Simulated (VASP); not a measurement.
Write the native input for VASP 6.6.1 that does the following.

| Item | Value |
| --- | --- |
| Task | single point |
| Functional | r2SCAN |
| Potentials or basis | VASP PAW PBE potentials, release 64 (C, Se, O, Hg) |
| Cutoff | 520 eV |
| k mesh | 5 × 5 × 2 |
| Occupations | fermi-dirac, width 0.0141 eV |
| Spin | no spin polarisation |
| Dipole correction | no |
| Further INCAR settings | ALGO = Normal; EDIFF = 1e-06; NBANDS = 45 |

HgCSeO2:

```
C Se O Hg
1.0
     2.90904    2.83033   -0.07221
     2.86830   -2.78911    0.08958
     0.80800    0.26449   -8.89632
C Se O Hg
2 2 4 2
Direct
  0.64717 0.37449 0.50409
  0.34117 0.61326 0.49330
  0.28274 0.27637 0.86576
  0.69851 0.70960 0.11984
  0.78684 0.36499 0.61925
  0.69557 0.24341 0.38781
  0.24913 0.65844 0.38035
  0.34137 0.76495 0.62597
  0.76029 0.75384 0.76823
  0.22252 0.27047 0.21560
```

These files were run (other wordings do the same):

POSCAR

```
HgCSeO2
1.0
    2.9090429300      2.8303310100     -0.0722107700
    2.8683008400     -2.7891050700      0.0895787000
    0.8080028200      0.2644851500     -8.8963217200
C Se O Hg
2 2 4 2
Direct
    0.6471660000      0.3744850000      0.5040890000
    0.3411680000      0.6132590000      0.4933040000
    0.2827350000      0.2763730000      0.8657590000
    0.6985130000      0.7096040000      0.1198440000
    0.7868410000      0.3649940000      0.6192510000
    0.6955700000      0.2434090000      0.3878080000
    0.2491290000      0.6584430000      0.3803490000
    0.3413730000      0.7649460000      0.6259700000
    0.7602870000      0.7538400000      0.7682250000
    0.2225190000      0.2704660000      0.2155950000
```

INCAR.step1

```
PREC = Accurate
ENCUT = 520
ISMEAR = -1
SIGMA = 0.0141
LREAL = False
LASPH = True
NELM = 100
NBANDS = 45
GGA = PE
ALGO = Normal
EDIFF = 1E-4
LWAVE = True
LCHARG = False
```

INCAR.step2

```
PREC = Accurate
ENCUT = 520
EDIFF = 1E-6
ISMEAR = -1
SIGMA = 0.0141
LREAL = False
LASPH = True
NELM = 100
ALGO = Normal
ISIF = 2
LWAVE = False
LCHARG = False
METAGGA = R2SCAN
LMIXTAU = True
NBANDS = 45
ISTART = 1
```

KPOINTS

```
Automatic mesh
0
Gamma
  5 5 2
```

Potentials or basis: VASP PAW PBE potentials, release 64 (C, Se, O, Hg).

Launch:

```sh
$ cat potpaw_PBE.64/C/POTCAR potpaw_PBE.64/Se/POTCAR potpaw_PBE.64/O/POTCAR potpaw_PBE.64/Hg/POTCAR > POTCAR
$ cp INCAR.step1 INCAR
$ mpirun -np 1 vasp_std > vasp.out
$ cp INCAR.step2 INCAR
$ mpirun -np 1 vasp_std > vasp.out
```

Results of the run:

- Pressure: 18.6 GPa
- Largest force: 15.229 eV/Å
- Band gap on the k mesh: zero (band 34 reaches 2.74 eV, above the bottom of band 35 at 2.49 eV)

Caveat: the PAW data sets were made with another functional, which shifts forces and pressure a little; spin-orbit coupling is left out, which moves the levels of the heavy elements.

Run time: 8 min on 1 thread of Intel(R) Xeon(R) 6975P-C (Granite Rapids), on a shared host, peak memory 0.34 GiB.
